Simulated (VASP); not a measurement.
# LiNbO3 (R3c) in VASP: further runs, part 2 of 3

VASP 6.6.1.

## (3) Single point, PBE (volume 10.027 Å^3 an atom, c/a of the conventional cell 2.7442)

Contents of INCAR:

```
ALGO     = Normal         # electronic algorithm
EDIFF    = 1E-7           # SCF threshold, eV
ENCUT    = 520            # plane-wave cutoff, eV
GGA      = PE             # functional
ISIF     = 2              # what is computed and relaxed
ISMEAR   = 0              # smearing method
LASPH    = T              # aspherical terms in the spheres
LCHARG   = T              # write CHGCAR
LELF     = T              # ELF
LREAL    = F              # projectors in reciprocal space
LVHAR    = T            
LWAVE    = F              # write WAVECAR
NBANDS   = 45             # bands
NELM     = 100            # most SCF steps
PREC     = Accurate       # precision mode
SIGMA    = 0.05           # smearing width, eV
```

Contents of KPOINTS:

```
k-points
0
Gamma
  6 6 6
```

Contents of POSCAR:

```
LiNbO3
1.0
    2.5104522405      1.4494102769      4.5927886923
   -2.5104522405      1.4494102769      4.5927886923
    0.0000000000     -2.8988205537      4.5927886923
Li Nb O
2 2 6
Direct
    0.2815913687      0.2815913687      0.2815913687
    0.7815913687      0.7815913687      0.7815913687
    0.0004900497      0.0004900497      0.0004900497
    0.5004900497      0.5004900497      0.5004900497
    0.1104619503      0.3580262714      0.7211003599
    0.7211003599      0.1104619503      0.3580262714
    0.3580262714      0.7211003599      0.1104619503
    0.2211003599      0.8580262714      0.6104619503
    0.8580262714      0.6104619503      0.2211003599
    0.6104619503      0.2211003599      0.8580262714
```

Potentials or basis: VASP PAW PBE potentials, release 64 (Li_sv, Nb_sv, O).

Command:

```console
cat potpaw_PBE.64/Li_sv/POTCAR potpaw_PBE.64/Nb_sv/POTCAR potpaw_PBE.64/O/POTCAR > POTCAR
mpirun -np 1 vasp_std > vasp.out
```

OUTCAR:

```text
EDIFF = 1E-7
   ENCUT = 520
   GGA = PE
   ISIF = 2
   ISMEAR = 0
   LASPH = T
   LREAL = F
   NELM = 100
   PREC = Accurate

 ion  position               nearest neighbor table
   1  0.282  0.282  0.282-   9 2.02  10 2.02   8 2.02   6 2.21   5 2.21   7 2.21
   2  0.782  0.782  0.782-   5 2.02   6 2.02   7 2.02  10 2.21   9 2.21   8 2.21
   3  0.000  0.000  0.000-   7 1.83   6 1.83   5 1.83  10 2.10   8 2.10   9 2.10
   4  0.500  0.500  0.500-   8 1.83  10 1.83   9 1.83   6 2.10   7 2.10   5 2.10
   5  0.110  0.358  0.721-   3 1.83   2 2.02   4 2.10   1 2.21
   6  0.721  0.110  0.358-   3 1.83   2 2.02   4 2.10   1 2.21
   7  0.358  0.721  0.110-   3 1.83   2 2.02   4 2.10   1 2.21
   8  0.221  0.858  0.610-   4 1.83   1 2.02   3 2.10   2 2.21
   9  0.858  0.610  0.221-   4 1.83   1 2.02   3 2.10   2 2.21
  10  0.610  0.221  0.858-   4 1.83   1 2.02   3 2.10   2 2.21

  LATTYP: Found a trigonal (rhomboedric) cell.
 ALAT       =     5.4311019669
 COS(alpha) =     0.5726752868

  Lattice vectors:

 A1 = (   2.5104522405,   1.4494102769,   4.5927886923)
 A2 = (  -2.5104522405,   1.4494102769,   4.5927886923)
 A3 = (   0.0000000000,  -2.8988205537,   4.5927886923)

Analysis of symmetry for initial positions (statically):
=====================================================================
 Subroutine PRICEL returns:
 Original cell was already a primitive cell.

 Routine SETGRP: Setting up the symmetry group for a
 trigonal (rhombohedral) supercell.

 Subroutine GETGRP returns: Found  6 space group operations
 (whereof  3 operations were pure point group operations)
 out of a pool of 12 trial point group operations.

The static configuration has the point symmetry C_3 .
 The point group associated with its full space group is C_3v.

Analysis of symmetry for dynamics (positions and initial velocities):
=====================================================================
 Subroutine PRICEL returns:
 Original cell was already a primitive cell.

 Routine SETGRP: Setting up the symmetry group for a
[... 151 lines left out ...]
   IVDW    =     0    specifies the selected vdW correction
   LEPSILON=     F    determine dielectric tensor
   LRPA    =     F    only Hartree local field effects (RPA)
 non-spin polarized calculation
 Gauss-broadening in eV      SIGMA  =   0.05
  energy-cutoff  :      520.00
  volume of cell :      100.27
 maximum number of plane-waves:      2742
   NGX = 21   NGY = 21   NGZ = 21

 number of electron      68.0000016 magnetization

 Free energy of the ion-electron system (eV)
  ---------------------------------------------------
  ext. energy  EPLUGINS =         0.00000000
  ---------------------------------------------------
  free energy    TOTEN  =       -79.51298134 eV

  energy without entropy =      -79.51298134  energy(sigma->0) =      -79.51298134

 E-fermi :   4.4637     XC(G=0): -11.0855

 val. band max:        4.0701904990   @ k =   0.1667   0.1667   0.1667
 cond. band min:       8.0239636646   @ k =   0.1667   0.1667   0.0000
 fundamental gap:      3.9537731655
 Fermi energy:         4.4637352883

 k-point     1 :       0.0000    0.0000    0.0000
  band No.  band energies     occupation
      1     -49.7572      2.00000
      2     -49.7362      2.00000
      3     -38.4252      2.00000
      4     -38.4218      2.00000
      5     -26.2236      2.00000
      6     -26.2236      2.00000
[... 1141 lines left out ...]
     44      14.2479      0.00000
     45      15.0481      0.00000

 [... further k-points ...]

------------------------ aborting loop because EDIFF is reached ----------------------------------------

  FORCE on cell =-STRESS in cart. coord.  units (eV):
  Direction    XX          YY          ZZ          XY          YZ          ZX
  --------------------------------------------------------------------------------------
  -------------------------------------------------------------------------------------
  Total       13.6858558     13.6858558     10.0015524      0.0000000      0.0000000      0.0000000
  in kB      218.6812394    218.6812394    159.8111145      0.0000000      0.0000000      0.0000000
  external PRESSURE =     199.0578644 kB  Pullay stress =       0.0000000 kB

 VOLUME and BASIS-vectors are now :
 -----------------------------------------------------------------------------
  energy-cutoff  :      520.00
  volume of cell :      100.27
      direct lattice vectors                 reciprocal lattice vectors
     2.510452240  1.449410277  4.592788692     0.199167302  0.114989296  0.072577546
    -2.510452240  1.449410277  4.592788692    -0.199167302  0.114989296  0.072577546
     0.000000000 -2.898820554  4.592788692     0.000000000 -0.229978591  0.072577546

 POSITION                                       TOTAL-FORCE (eV/Angst)
 -----------------------------------------------------------------------------------
      0.00000      0.00000      3.87987        -0.000000      0.000000      0.033672
      0.00000      0.00000     10.76905        -0.000000      0.000000      0.033672
      0.00000      0.00000      0.00675        -0.000000     -0.000000     -1.106387
      0.00000      0.00000      6.89594        -0.000000     -0.000000     -1.106387
     -0.62150     -1.41131      5.46353        -0.836415      0.955808      0.357572
      1.53298      0.16742      5.46353        -0.409546     -1.202261      0.357572
     -0.91148      1.24389      5.46353         1.245962      0.246453      0.357572
     -1.59897     -0.20552      7.75992        -1.245962      0.246453      0.357572
      0.62150      1.48751      7.75992         0.836415      0.955808      0.357572
      0.97747     -1.28199      7.75992         0.409546     -1.202261      0.357572
 -----------------------------------------------------------------------------------
    total drift:                               -0.000000      0.000000     -0.000125

  FREE ENERGIE OF THE ION-ELECTRON SYSTEM (eV)
  ---------------------------------------------------
  free  energy   TOTEN  =       -79.5129813423 eV

  energy  without entropy=      -79.5129813423  energy(sigma->0) =      -79.51298134
```

It took 86 s on 1 thread of AMD EPYC 9R45 (Zen 5), shared host; peak memory 0.26 GiB.

Results:

```yaml
Free_energy: -79.5130 eV
Largest_force: 1.319 eV/Å
Band_gap_on_the_k_mesh: 3.95 eV, indirect (least direct gap 3.97 eV)
```

Forces on the atoms (eV/Å):
```
Li   0.000  0.000  0.034
Li   0.000  0.000  0.034
Nb   0.000  0.000 -1.106
Nb   0.000  0.000 -1.106
O   -0.836  0.956  0.358
O   -0.410 -1.202  0.358
O    1.246  0.246  0.358
O   -1.246  0.246  0.358
O    0.836  0.956  0.358
O    0.410 -1.202  0.358
```

Caveat: the cutoff is under 1.25 times the usual one of these potentials, so pressure, stress and relaxed cells hold a basis-set (Pulay) error; forces of over 1 eV/Å act on the atoms, so gaps and moduli don't describe the material at rest. A k mesh can miss the band edges.

(Part 2 of 3 ends here.)
